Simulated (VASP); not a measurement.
Wanted: the native input for a VASP 6.6.1 run.

| Quantity | Value |
| --- | --- |
| Task | single point |
| Functional | PBE |
| Potentials or basis | VASP PAW PBE potentials, release 64 (Ni) |
| Cutoff | 520 eV |
| k mesh | 12 × 12 × 12 |
| Occupations | fermi-dirac, width 0.05 eV |
| Spin | collinear spin, antiferromagnetic start |
| Starting moments | [0.8, -0.8] μB |
| Dipole correction | no |
| Further INCAR settings | ALGO = Normal; EDIFF = 1e-06; NBANDS = 21 |

The structure of Ni lies in POSCAR:

```
Ni
1.0
    0.0000000000      2.3241357468      2.3241357468
    2.3241357468      0.0000000000      2.3241357468
    2.3241357468      2.3241357468      0.0000000000
Ni
2
Direct
    0.0000000000      0.0000000000      0.0000000000
    0.5000000000      0.5000000000      0.5000000000
```

This isn't the form of Ni at room conditions, which is fcc.

These files were run (other wordings do the same):

INCAR

```
SYSTEM = Ni
PREC = Accurate
ENCUT = 520
EDIFF = 1E-6
ISMEAR = -1
SIGMA = 0.05
LREAL = .False.
LASPH = .True.
NELM = 150
ALGO = Normal
ISIF = 2
LWAVE = .False.
LCHARG = .True.
ISPIN = 2
MAGMOM = 0.8 -0.8
LORBIT = 11
LMAXMIX = 4
GGA = PE
LELF = .True.
LVHAR = .True.
NBANDS = 21
```

KPOINTS

```
regular mesh
0
Gamma
  12 12 12
  0 0 0
```

Potentials or basis: VASP PAW PBE potentials, release 64 (Ni).

Run with:

```bash
$ cat potpaw_PBE.64/Ni/POTCAR > POTCAR
$ mpirun -np 1 vasp_std > vasp.out
```

It gave:

```yaml
Pressure: 0.0 GPa
Band_gap_on_the_k_mesh: zero (filled and empty bands overlap)
Net_moment: 0.00 μB per cell
Valence_electrons_inside_the_program's_atomic_spheres: Ni 9.26
```

Caveat: the moments typed at the start vanished in this run.

It took 20 s on 1 thread of Intel(R) Xeon(R) 6975P-C (Granite Rapids) (shared host), peak memory 0.18 GiB.
